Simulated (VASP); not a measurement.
A run of VASP 6.6.1:

File POSCAR:

```
Ag
1.0
    2.8274791756      0.0000000000      0.0000000000
   -1.4137395878      2.4486687947      0.0000000000
    0.0000000000      0.0000000000      4.6304536685
Ag
2
Direct
    0.3333333333      0.6666666667      0.2500000000
    0.6666666667      0.3333333333      0.7500000000
```

INCAR.step1

```
PREC = Accurate
ENCUT = 520
ISMEAR = -1
SIGMA = 0.1
LREAL = F
LASPH = T
NELM = 100
NBANDS = 18
GGA = PE
ALGO = Normal
EDIFF = 1E-4
LWAVE = T
LCHARG = F
```

INCAR.step2

```
PREC = Accurate
ENCUT = 520
EDIFF = 1E-7
ISMEAR = -1
SIGMA = 0.1
LREAL = F
LASPH = T
NELM = 100
ALGO = Normal
ISIF = 2
LWAVE = F
LCHARG = T
METAGGA = R2SCAN
LMIXTAU = T
LELF = T
LVHAR = T
NBANDS = 18
ISTART = 1
```

File KPOINTS:

```
regular mesh
0
Gamma
  18 18 10
```

Potentials or basis: VASP PAW PBE potentials, release 64 (Ag).

Run with:

```sh
$ cat potpaw_PBE.64/Ag/POTCAR > POTCAR
$ cp INCAR.step1 INCAR
$ mpirun -np 1 vasp_std > vasp.out
$ cp INCAR.step2 INCAR
$ mpirun -np 1 vasp_std > vasp.out
```

Hardware: 1 thread of Intel Xeon 6975P-C, with other jobs on the host.

**Question.** Estimate the wall time of this run.

**Answer.** Run time: 4.6 min on 1 thread of Intel Xeon 6975P-C (shared host), peak memory 0.24 GiB. Counts: k points 222.
